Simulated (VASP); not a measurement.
# CdTe (I-4m2) in VASP: notebook, part 2 of 2

VASP 6.6.1. Earlier steps stand in the parts before.

**3. Single point, PBE**

This run uses another cell than the first one, of the same volume but with other edges.

INCAR reads:

```
SYSTEM = CdTe
ALGO     = Normal         ! electronic algorithm
EDIFF    = 1E-7           ! SCF threshold, eV
ENCUT    = 520            ! plane-wave cutoff, eV
GGA      = PE             ! functional
ISIF     = 2              ! what is computed and relaxed
ISMEAR   = 0              ! smearing method
LASPH    = .TRUE.         ! aspherical terms in the spheres
LCHARG   = .FALSE.        ! write CHGCAR
LREAL    = .FALSE.        ! projectors in reciprocal space
LWAVE    = .FALSE.        ! write WAVECAR
NBANDS   = 16             ! bands
NELM     = 60             ! most SCF steps
PREC     = Accurate       ! precision mode
SIGMA    = 0.05           ! smearing width, eV
```

KPOINTS reads:

```
k-points
0
G
  8 8 8
  0 0 0
```

POSCAR reads:

```
CdTe
1.0
    0.0000000000      3.2953288313      3.0317025248
    3.2953288313      0.0000000000      3.0317025248
    3.2953288313      3.2953288313      0.0000000000
Cd Te
1 1
Direct
    0.0000000000      0.0000000000      0.0000000000
    0.7500000000      0.7500000000      0.7500000000
```

Potentials or basis: VASP PAW PBE potentials, release 64 (Cd, Te).

Command:

```console
> cat potpaw_PBE.64/Cd/POTCAR potpaw_PBE.64/Te/POTCAR > POTCAR
> mpirun -np 1 vasp_std > vasp.out
```

OUTCAR:

```text
SYSTEM = CdTe
   EDIFF = 1E-7
   ENCUT = 520
   GGA = PE
   ISIF = 2
   ISMEAR = 0
   LASPH = .TRUE.
   LREAL = .FALSE.
   NELM = 60
   PREC = Accurate

 ion  position               nearest neighbor table
   1  0.000  0.000  0.000-   2 2.78   2 2.78   2 2.78   2 2.78
   2  0.750  0.750  0.750-   1 2.78   1 2.78   1 2.78   1 2.78

  LATTYP: Found a body centered tetragonal cell.
 ALAT       =     4.6602987257
 C/A-ratio  =     1.3010764774

  Lattice vectors:

 A1 = (   0.0000000000,  -3.2953288313,  -3.0317025248)
 A2 = (   0.0000000000,   3.2953288313,  -3.0317025248)
 A3 = (   3.2953288313,   0.0000000000,   3.0317025248)

Analysis of symmetry for initial positions (statically):
=====================================================================
 Subroutine PRICEL returns:
 Original cell was already a primitive cell.

 Routine SETGRP: Setting up the symmetry group for a
 body centered tetragonal supercell.

 Subroutine GETGRP returns: Found  8 space group operations
 (whereof  8 operations were pure point group operations)
 out of a pool of 16 trial point group operations.

The static configuration has the point symmetry D_2d.

Analysis of symmetry for dynamics (positions and initial velocities):
[... 162 lines left out ...]
 val. band max:        2.8011070224   @ k =   0.0000   0.0000   0.0000
 cond. band min:       3.4996729565   @ k =   0.0000   0.0000   0.0000
 fundamental gap:      0.6985659340
 Fermi energy:         3.0774836160

 k-point     1 :       0.0000    0.0000    0.0000
  band No.  band energies     occupation
      1      -8.7048      2.00000
      2      -5.7534      2.00000
      3      -5.7534      2.00000
      4      -5.7353      2.00000
      5      -5.4757      2.00000
      6      -5.4577      2.00000
[... 433 lines left out ...]
      3      -5.6613      2.00000
      4      -5.4869      2.00000
      5      -5.4620      2.00000
      6      -5.3269      2.00000
[... 8 lines left out ...]
     15      11.8136      0.00000
     16      12.6300      0.00000

 [... further k-points ...]

------------------------ aborting loop because EDIFF is reached ----------------------------------------

  FORCE on cell =-STRESS in cart. coord.  units (eV):
  Direction    XX          YY          ZZ          XY          YZ          ZX
  --------------------------------------------------------------------------------------
  -------------------------------------------------------------------------------------
  Total        1.6295469      1.6295469      1.9789624      0.0000000      0.0000000     -0.0000000
  in kB       39.6518414     39.6518414     48.1541832      0.0000000      0.0000000     -0.0000000
  external PRESSURE =      42.4859553 kB  Pullay stress =       0.0000000 kB

 VOLUME and BASIS-vectors are now :
 -----------------------------------------------------------------------------
  energy-cutoff  :      520.00
  volume of cell :       65.84
      direct lattice vectors                 reciprocal lattice vectors
     0.000000000  3.295328831  3.031702525    -0.151729926  0.151729926  0.164923833
     3.295328831  0.000000000  3.031702525     0.151729926 -0.151729926  0.164923833
     3.295328831  3.295328831  0.000000000     0.151729926  0.151729926 -0.164923833

 POSITION                                       TOTAL-FORCE (eV/Angst)
 -----------------------------------------------------------------------------------
      0.00000      0.00000      0.00000         0.000000      0.000000     -0.000000
      4.94299      4.94299      4.54755         0.000000      0.000000      0.000000
 -----------------------------------------------------------------------------------
    total drift:                                0.000000      0.000000     -0.000000

  FREE ENERGIE OF THE ION-ELECTRON SYSTEM (eV)
  ---------------------------------------------------
  free  energy   TOTEN  =        -4.7161773478 eV

  energy  without entropy=       -4.7161773478  energy(sigma->0) =       -4.71617735
```

OSZICAR:

```text
N       E                     dE             d eps       ncg     rms          rms(c)
DAV:   1     0.101957135063E+03    0.10196E+03   -0.83325E+03  1888   0.980E+02
DAV:   2    -0.130573049760E+01   -0.10326E+03   -0.98151E+02  2312   0.238E+02
DAV:   3    -0.491301750465E+01   -0.36073E+01   -0.36020E+01  2296   0.462E+01
DAV:   4    -0.494704878477E+01   -0.34031E-01   -0.34030E-01  2904   0.394E+00
DAV:   5    -0.494713873305E+01   -0.89948E-04   -0.89948E-04  2376   0.183E-01    0.600E+00
DAV:   6    -0.473123602769E+01    0.21590E+00   -0.37058E-01  2256   0.754E+00    0.484E+00
DAV:   7    -0.471503016085E+01    0.16206E-01   -0.11316E-01  2376   0.220E+00    0.179E+00
DAV:   8    -0.471581382558E+01   -0.78366E-03   -0.11644E-02  2128   0.125E+00    0.489E-01
DAV:   9    -0.471609544198E+01   -0.28162E-03   -0.99615E-04  2448   0.346E-01    0.117E-01
DAV:  10    -0.471614458381E+01   -0.49142E-04   -0.11484E-04  2336   0.106E-01    0.565E-02
DAV:  11    -0.471617837058E+01   -0.33787E-04   -0.70088E-05  2272   0.601E-02    0.344E-02
DAV:  12    -0.471617739358E+01    0.97700E-06   -0.29596E-06  2232   0.161E-02    0.224E-02
DAV:  13    -0.471617692891E+01    0.46467E-06   -0.19756E-06  2288   0.805E-03    0.444E-03
DAV:  14    -0.471617713488E+01   -0.20597E-06   -0.46243E-07  2272   0.399E-03    0.638E-03
DAV:  15    -0.471617726504E+01   -0.13016E-06   -0.11609E-08  1896   0.873E-04    0.406E-03
DAV:  16    -0.471617734781E+01   -0.82773E-07   -0.44576E-08  1696   0.117E-03
   1 F= -.47161773E+01 E0= -.47161773E+01  d E =-.296389E-17
```

Run time: 41 s. Hardware: 1 thread of AMD EPYC 9R45 (Zen 5), shared host; peak memory 0.21 GiB.

Results:

```yaml
Free_energy: -4.7162 eV
Pressure: 4.2 GPa
Band_gap_on_the_k_mesh: 0.70 eV, direct
```

Caveat: spin-orbit coupling is left out, which moves the levels of the heavy elements.

**4. Single point, PBE**

This run uses another cell than the first one, of the same volume but with other edges.

INCAR reads:

```
SYSTEM = CdTe
PREC = Accurate
ENCUT = 520
EDIFF = 1E-6
ISMEAR = 0
SIGMA = 0.05
LREAL = .FALSE.
LASPH = .TRUE.
NELM = 100
ALGO = Normal
ISIF = 2
LWAVE = .FALSE.
LCHARG = .FALSE.
GGA = PE
NBANDS = 16
```

KPOINTS reads:

```
regular mesh
0
G
  8 8 8
  0 0 0
```

POSCAR reads:

```
CdTe
1.0
    0.0000000000      3.1047774262      3.4152551688
    3.1047774262      0.0000000000      3.4152551688
    3.1047774262      3.1047774262      0.0000000000
Cd Te
1 1
Direct
    0.0000000000      0.0000000000      0.0000000000
    0.7500000000      0.7500000000      0.7500000000
```

Command:

```console
> cat potpaw_PBE.64/Cd/POTCAR potpaw_PBE.64/Te/POTCAR > POTCAR
> mpirun -np 1 vasp_std > vasp.out
```

It took 34 s on 1 thread of AMD EPYC 9R45 (Zen 5), shared host; peak memory 0.21 GiB.

It converged, with:

* Free energy: -4.7075 eV
* Pressure: 4.2 GPa
* Band gap on the k mesh: 0.71 eV, direct

Stress tensor (GPa, compression positive):
```
4.74 0.00 0.00
0.00 4.74 0.00
0.00 0.00 3.14
```

Levels at points of the mesh, in eV from the valence-band top:
```
           k point  band 6  band 7  band 8  band 9  band 10  band 11  band 12  band 13
(0.00, 0.00, 0.00)   -8.23   -0.39    0.00    0.00     0.71     4.50     4.50     4.52
(0.50, 0.00, 0.00)   -7.86   -4.71   -1.19   -0.68     1.64     4.89     5.37     7.04
(0.50, 0.50, 0.00)   -7.83   -4.88   -1.79   -1.79     2.71     3.03     8.39     9.17
(0.50, 0.00, 0.50)   -7.66   -4.40   -2.29   -2.13     2.29     2.31     8.60     8.99
```

Caveat: spin-orbit coupling is left out, which moves the levels of the heavy elements.

**5. Single point, PBE**

This run uses another cell than the first one, of the same volume but with other edges.

INCAR reads:

```
PREC     = Accurate       # precision mode
ENCUT    = 520            # plane-wave cutoff, eV
EDIFF    = 1E-7           # SCF threshold, eV
ISMEAR   = 0              # smearing method
SIGMA    = 0.05           # smearing width, eV
LREAL    = F              # projectors in reciprocal space
LASPH    = T              # aspherical terms in the spheres
NELM     = 60             # most SCF steps
ALGO     = Normal         # electronic algorithm
ISIF     = 2              # what is computed and relaxed
LWAVE    = F              # write WAVECAR
LCHARG   = F              # write CHGCAR
GGA      = PE             # functional
NBANDS   = 16             # bands
```

KPOINTS reads:

```
regular mesh
0
Gamma
  8 8 8
```

POSCAR reads:

```
CdTe
1.0
    0.0000000000      3.6999022328      2.4049364513
    3.6999022328      0.0000000000      2.4049364513
    3.6999022328      3.6999022328      0.0000000000
Cd Te
1 1
Direct
    0.0000000000      0.0000000000      0.0000000000
    0.7500000000      0.7500000000      0.7500000000
```

Command:

```console
> cat potpaw_PBE.64/Cd/POTCAR potpaw_PBE.64/Te/POTCAR > POTCAR
> mpirun -np 1 vasp_std > vasp.out
```

It took 40 s on 1 thread of AMD EPYC 9R45 (Zen 5), shared host; peak memory 0.22 GiB.

The run converged. Its results:

```
Free energy            : -4.5446 eV
Pressure               : 0.9 GPa
Band gap on the k mesh : 0.10 eV, direct
```

Stress tensor (GPa, compression positive):
```
-0.08  0.00  0.00
 0.00 -0.08  0.00
 0.00  0.00  2.91
```

Levels at points of the mesh, in eV from the valence-band top:
```tsv
k point	band 5	band 6	band 7	band 8	band 9	band 10	band 11	band 12	band 13	band 14
(0.00, 0.00, 0.00)	-8.43	-8.38	-0.76	-0.76	0.00	0.10	5.16	5.35	5.35	6.49
(0.50, 0.00, 0.00)	-8.35	-8.10	-4.51	-1.75	-0.74	0.73	3.88	5.62	7.15	8.70
(0.50, 0.50, 0.00)	-8.33	-7.60	-3.14	-3.14	-2.99	0.34	2.10	8.91	8.91	9.73
(0.50, 0.00, 0.50)	-8.41	-8.21	-5.09	-1.32	-0.90	2.93	3.85	6.42	6.76	6.82
```

Caveat: spin-orbit coupling is left out, which moves the levels of the heavy elements.

**6. Single point, PBE**

This run uses another cell than the first one, of the same volume but with other edges.

INCAR reads:

```
ALGO = Normal
EDIFF = 1E-6
ENCUT = 520
GGA = PE
ISIF = 2
ISMEAR = 0
LASPH = True
LCHARG = True
LELF = True
LREAL = False
LVHAR = True
LWAVE = False
NBANDS = 16
NELM = 60
PREC = Accurate
SIGMA = 0.05
```

KPOINTS reads:

```
k-points
0
Gamma
  8 8 8
```

POSCAR reads:

```
CdTe
1.0
    0.0000000000      2.7998253895      4.1997380842
    2.7998253895      0.0000000000      4.1997380842
    2.7998253895      2.7998253895      0.0000000000
Cd Te
1 1
Direct
    0.0000000000      0.0000000000      0.0000000000
    0.7500000000      0.7500000000      0.7500000000
```

Potentials or basis: VASP PAW PBE potentials, release 64 (Cd, Te).

Command:

```console
> cat potpaw_PBE.64/Cd/POTCAR potpaw_PBE.64/Te/POTCAR > POTCAR
> mpirun -np 1 vasp_std > vasp.out
```

OUTCAR:

```text
EDIFF = 1E-6
   ENCUT = 520
   GGA = PE
   ISIF = 2
   ISMEAR = 0
   LASPH = True
   LREAL = False
   NELM = 60
   PREC = Accurate

 ion  position               nearest neighbor table
   1  0.000  0.000  0.000-   2 2.89   2 2.89   2 2.89   2 2.89
   2  0.750  0.750  0.750-   1 2.89   1 2.89   1 2.89   1 2.89

  LATTYP: Found a body centered tetragonal cell.
 ALAT       =     3.9595510381
 C/A-ratio  =     2.1213203435

  Lattice vectors:

 A1 = (  -2.7998253895,   0.0000000000,   4.1997380842)
 A2 = (   2.7998253895,   0.0000000000,   4.1997380842)
 A3 = (   0.0000000000,   2.7998253895,  -4.1997380842)

Analysis of symmetry for initial positions (statically):
=====================================================================
 Subroutine PRICEL returns:
 Original cell was already a primitive cell.

 Routine SETGRP: Setting up the symmetry group for a
 body centered tetragonal supercell.

 Subroutine GETGRP returns: Found  8 space group operations
 (whereof  8 operations were pure point group operations)
 out of a pool of 16 trial point group operations.

The static configuration has the point symmetry D_2d.

Analysis of symmetry for dynamics (positions and initial velocities):
=====================================================================
 Subroutine PRICEL returns:
 Original cell was already a primitive cell.

 Routine SETGRP: Setting up the symmetry group for a
 body centered tetragonal supercell.

 Subroutine GETGRP returns: Found  8 space group operations
 (whereof  8 operations were pure point group operations)
 out of a pool of 16 trial point group operations.

The dynamic configuration has the point symmetry D_2d.

 Subroutine INISYM returns: Found  8 space group operations
 (whereof  8 operations are pure point group operations),
 and found     1 'primitive' translations

----------------------------------------------------------------------------------------

                                     Primitive cell

  volume of cell :      65.8437
[... 110 lines left out ...]
  volume/ion in A,a.u.               =      32.92       222.17
  Fermi-wavevector in a.u.,A,eV,Ry     =   1.062497  2.007828 15.359610  1.128899
  Thomas-Fermi vector in A             =   2.197950
   LORBIT       =      0    0 simple, 1 ext, 2 COOP (PROOUT), +10 PAW based schemes
   GGA     = PE    functional components
   LHFCALC =     F    Hartree Fock is set to
   AEXX    =    0.0000 exact exchange contribution
   IVDW    =     0    specifies the selected vdW correction
   LEPSILON=     F    determine dielectric tensor
   LRPA    =     F    only Hartree local field effects (RPA)
 non-spin polarized calculation
 Gauss-broadening in eV      SIGMA  =   0.05
  energy-cutoff  :      520.00
  volume of cell :       65.84
 maximum number of plane-waves:      1808
 NGX is ok and might be reduce to    40

 number of electron      17.9999999 magnetization

 Free energy of the ion-electron system (eV)
  ---------------------------------------------------
  ext. energy  EPLUGINS =         0.00000000
  ---------------------------------------------------
  free energy    TOTEN  =        -4.17474671 eV

  energy without entropy =       -4.17403107  energy(sigma->0) =       -4.17438889

 E-fermi :   3.4324     XC(G=0):  -8.8627

 val. band max:        3.4190620568   @ k =  -0.2500   0.1250   0.0000
 cond. band min:       3.4397398957   @ k =  -0.1250   0.1250   0.0000
 fundamental gap:      0.0206778388
 Fermi energy:         3.4324460871

 k-point     1 :       0.0000    0.0000    0.0000
  band No.  band energies     occupation
      1      -8.5137      2.00000
      2      -5.8220      2.00000
      3      -5.6536      2.00000
      4      -5.6536      2.00000
      5      -5.5287      2.00000
      6      -5.4983      2.00000
[... 433 lines left out ...]
      3      -5.6275      2.00000
      4      -5.6074      2.00000
      5      -5.5511      2.00000
      6      -5.2713      2.00000
[... 8 lines left out ...]
     15      12.2530      0.00000
     16      13.6577      0.00000

 [... further k-points ...]

------------------------ aborting loop because EDIFF is reached ----------------------------------------

  FORCE on cell =-STRESS in cart. coord.  units (eV):
  Direction    XX          YY          ZZ          XY          YZ          ZX
  --------------------------------------------------------------------------------------
  -------------------------------------------------------------------------------------
  Total        2.5176289      2.5176289     -2.3231418      0.0000000      0.0000000      0.0000000
  in kB       61.2615815     61.2615815    -56.5291172      0.0000000      0.0000000      0.0000000
  external PRESSURE =      21.9980152 kB  Pullay stress =       0.0000000 kB

 VOLUME and BASIS-vectors are now :
 -----------------------------------------------------------------------------
  energy-cutoff  :      520.00
  volume of cell :       65.84
      direct lattice vectors                 reciprocal lattice vectors
     0.000000000  2.799825390  4.199738084    -0.178582565  0.178582565  0.119055043
     2.799825390  0.000000000  4.199738084     0.178582565 -0.178582565  0.119055043
     2.799825390  2.799825390  0.000000000     0.178582565  0.178582565 -0.119055043

 POSITION                                       TOTAL-FORCE (eV/Angst)
 -----------------------------------------------------------------------------------
      0.00000      0.00000      0.00000         0.000000      0.000000      0.000000
      4.19974      4.19974      6.29961        -0.000000     -0.000000     -0.000000
 -----------------------------------------------------------------------------------
    total drift:                                0.000000      0.000000     -0.000000

  FREE ENERGIE OF THE ION-ELECTRON SYSTEM (eV)
  ---------------------------------------------------
  free  energy   TOTEN  =        -4.1747467128 eV

  energy  without entropy=       -4.1740310735  energy(sigma->0) =       -4.17438889
```

Wall time 34 s (1 thread of AMD EPYC 9R45 (Zen 5), shared host); peak memory 0.21 GiB.

What came out:

```yaml
Free_energy: -4.1747 eV
Pressure: 2.2 GPa
Band_gap_on_the_k_mesh: zero (band 9 reaches 3.44 eV, above the bottom of band 10 at 3.29 eV)
```

Stress tensor (GPa, compression positive):
```
 6.13  0.00  0.00
 0.00  6.13  0.00
 0.00  0.00 -5.65
```

Levels at points of the mesh, in eV from the Fermi level:
```tsv
k point	band 5	band 6	band 7	band 8	band 9	band 10	band 11	band 12	band 13	band 14
(0.00, 0.00, 0.00)	-8.96	-8.93	-2.43	-1.08	-0.08	-0.08	4.57	4.57	4.65	5.40
(0.50, 0.00, 0.00)	-8.98	-8.64	-5.06	-2.62	-0.15	-0.14	4.89	5.73	6.07	7.57
(0.50, 0.50, 0.00)	-8.95	-8.93	-6.19	-1.11	-1.11	3.32	3.71	5.88	8.13	8.13
(0.50, 0.00, 0.50)	-8.91	-8.36	-4.21	-3.15	-2.58	1.01	1.33	5.45	5.99	6.57
```

Caveat: spin-orbit coupling is left out, which moves the levels of the heavy elements.

**7. Single point, PBE**

This run uses another cell than the first one, of the same volume but with other edges.

INCAR reads:

```
SYSTEM = CdTe
  PREC = Accurate
  ENCUT = 520
  EDIFF = 1E-6
  ISMEAR = 0
  SIGMA = 0.05
  LREAL = .FALSE.
  LASPH = .TRUE.
  NELM = 80
  ALGO = Normal
  ISIF = 2
  LWAVE = .FALSE.
  LCHARG = .FALSE.
  GGA = PE
  NBANDS = 16
```

KPOINTS reads:

```
regular mesh
0
G
  8 8 8
  0 0 0
```

POSCAR reads:

```
CdTe
1.0
    0.0000000000      3.2489095660      3.1189531833
    3.2489095660      0.0000000000      3.1189531833
    3.2489095660      3.2489095660      0.0000000000
Cd Te
1 1
Direct
    0.0000000000      0.0000000000      0.0000000000
    0.7500000000      0.7500000000      0.7500000000
```

Command:

```console
> cat potpaw_PBE.64/Cd/POTCAR potpaw_PBE.64/Te/POTCAR > POTCAR
> mpirun -np 1 vasp_std > vasp.out
```

It took 31 s on 1 thread of AMD EPYC 9R45 (Zen 5), shared host; peak memory 0.21 GiB.

Results (log left out):

```yaml
Free_energy: -4.7240 eV
Pressure: 4.4 GPa
Band_gap_on_the_k_mesh: 0.78 eV, direct
```

Stress tensor (GPa, compression positive):
```
4.20 0.00 0.00
0.00 4.20 0.00
0.00 0.00 4.67
```

Levels at points of the mesh, in eV from the valence-band top:
```tsv
k point	band 6	band 7	band 8	band 9	band 10	band 11	band 12	band 13
(0.00, 0.00, 0.00)	-8.20	-0.13	-0.13	0.00	0.78	4.50	4.51	4.51
(0.50, 0.00, 0.00)	-7.82	-4.70	-1.01	-0.81	1.75	4.97	5.24	7.03
(0.50, 0.50, 0.00)	-7.62	-4.41	-2.18	-2.18	2.34	2.37	9.13	9.21
(0.50, 0.00, 0.50)	-7.70	-4.62	-2.03	-1.96	2.51	2.69	8.82	9.02
```

Caveat: spin-orbit coupling is left out, which moves the levels of the heavy elements.

**8. The runs side by side**

```csv
cell,gap on the mesh (eV),pressure (GPa)
"a = 4.816, b = 4.816, c = 4.153 Å, angles 64.5, 64.5, 51.1°, 2 atoms",0.06,3.3
"a = 4.478, b = 4.478, c = 4.660 Å, angles 58.6, 58.6, 62.7°, 2 atoms",0.70,4.2
"a = 4.616, b = 4.616, c = 4.391 Å, angles 61.6, 61.6, 56.8°, 2 atoms",0.71,4.2
"a = 4.413, b = 4.413, c = 5.232 Å, angles 53.6, 53.6, 72.7°, 2 atoms",0.10,0.9
"a = 5.047, b = 5.047, c = 3.960 Å, angles 66.9, 66.9, 46.2°, 2 atoms",none,2.2
"a = 4.504, b = 4.504, c = 4.595 Å, angles 59.3, 59.3, 61.3°, 2 atoms",0.78,4.4
```

Alike in all rows: task single point; level PBE; potentials or basis VASP PAW PBE potentials, release 64 (Cd, Te); no spin polarisation; k mesh 8 × 8 × 8; cutoff (eV) 520; smearing gaussian 0.05 eV.

Caveats: spin-orbit coupling is left out, which moves the levels of the heavy elements.

Absolute energies hang on the potentials; compare differences alone.
